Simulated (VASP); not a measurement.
A run of VASP 6.6.1:

INCAR

```
PREC     = Accurate       # precision mode
ENCUT    = 600            # plane-wave cutoff, eV
EDIFF    = 1E-6           # SCF threshold, eV
ISMEAR   = -5             # smearing method
SIGMA    = 0.1            # smearing width, eV
LREAL    = False          # projectors in reciprocal space
LASPH    = True           # aspherical terms in the spheres
NELM     = 100            # most SCF steps
ALGO     = Normal         # electronic algorithm
ISIF     = 3              # what is computed and relaxed
LWAVE    = False          # write WAVECAR
LCHARG   = False          # write CHGCAR
GGA      = PS             # functional
IBRION   = 2              # ionic algorithm
NSW      = 100            # ionic steps
EDIFFG   = -0.002         # ionic threshold
```

File KPOINTS:

```
Automatic mesh
0
Gamma
  14 14 14
```

POSCAR

```
AlNi
1.0
    2.8810000000      0.0000000000      0.0000000000
    0.0000000000      2.8810000000      0.0000000000
    0.0000000000      0.0000000000      2.8810000000
Al Ni
1 1
Direct
    0.0000000000      0.0000000000      0.0000000000
    0.5000000000      0.5000000000      0.5000000000
```

Potentials or basis: VASP PAW PBE potentials, release 64 (Al, Ni).

Command:

```sh
$ cat potpaw_PBE.64/Al/POTCAR potpaw_PBE.64/Ni/POTCAR > POTCAR
$ mpirun -np 1 vasp_std > vasp.out
```

Hardware: 1 thread of Intel(R) Xeon(R) 6975P-C (Granite Rapids) (shared host).

Q: Estimate the wall time of this run.

A: It took 37 s on 1 thread of Intel(R) Xeon(R) 6975P-C (Granite Rapids), with other jobs on the host, peak memory 0.17 GiB. Counts: scf iterations 55, k points 120, ion steps 9.
